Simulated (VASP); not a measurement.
A run of VASP 6.6.1 is set up as follows.

Contents of POSCAR:

```
Sn
1.0
   -2.9482820713      2.9504023647      1.5888172584
    2.9504023647     -2.9482820713      1.5888172584
    2.9460530987      2.9460530987     -1.5849306448
Sn
2
Direct
    0.0000251473      0.9999748527      0.0000000000
    0.7499748527      0.2500251473      0.5000000000
```

INCAR.step1

```
PREC     = Accurate       # precision mode
ENCUT    = 520            # plane-wave cutoff, eV
ISMEAR   = 0              # smearing method
SIGMA    = 0.1            # smearing width, eV
LREAL    = False          # projectors in reciprocal space
LASPH    = True           # aspherical terms in the spheres
NELM     = 80             # most SCF steps
NBANDS   = 21             # bands
GGA      = PE             # functional
ALGO     = Normal         # electronic algorithm
EDIFF    = 1E-4           # SCF threshold, eV
LWAVE    = True           # write WAVECAR
LCHARG   = False          # write CHGCAR
```

Contents of INCAR.step2:

```
PREC     = Accurate       # precision mode
ENCUT    = 520            # plane-wave cutoff, eV
EDIFF    = 1E-6           # SCF threshold, eV
ISMEAR   = 0              # smearing method
SIGMA    = 0.1            # smearing width, eV
LREAL    = False          # projectors in reciprocal space
LASPH    = True           # aspherical terms in the spheres
NELM     = 80             # most SCF steps
ALGO     = Normal         # electronic algorithm
ISIF     = 2              # what is computed and relaxed
LWAVE    = False          # write WAVECAR
LCHARG   = True           # write CHGCAR
METAGGA  = R2SCAN         # meta-GGA
LMIXTAU  = True         
LELF     = True           # ELF
LVHAR    = True         
NBANDS   = 21             # bands
ISTART   = 1
```

The input KPOINTS:

```
Automatic mesh
0
Gamma
  11 11 8
```

Potentials or basis: VASP PAW PBE potentials, release 64 (Sn_d).

Launch:

```console
$ cat potpaw_PBE.64/Sn_d/POTCAR > POTCAR
$ cp INCAR.step1 INCAR
$ mpirun -np 1 vasp_std > vasp.out
$ cp INCAR.step2 INCAR
$ mpirun -np 1 vasp_std > vasp.out
```

(1) What does it give for the pressure?

(2) Estimate the band gap on the k mesh.

(3) Estimate the largest force.

## Answers

(1) 0.0 GPa.

(2) zero (bands 14 and 15 overlap by 3.86 eV).

(3) 0.004 eV/Å.

Caveat: the PAW data sets were made with another functional, which shifts forces and pressure a little; spin-orbit coupling is left out, which moves the levels of the heavy elements.
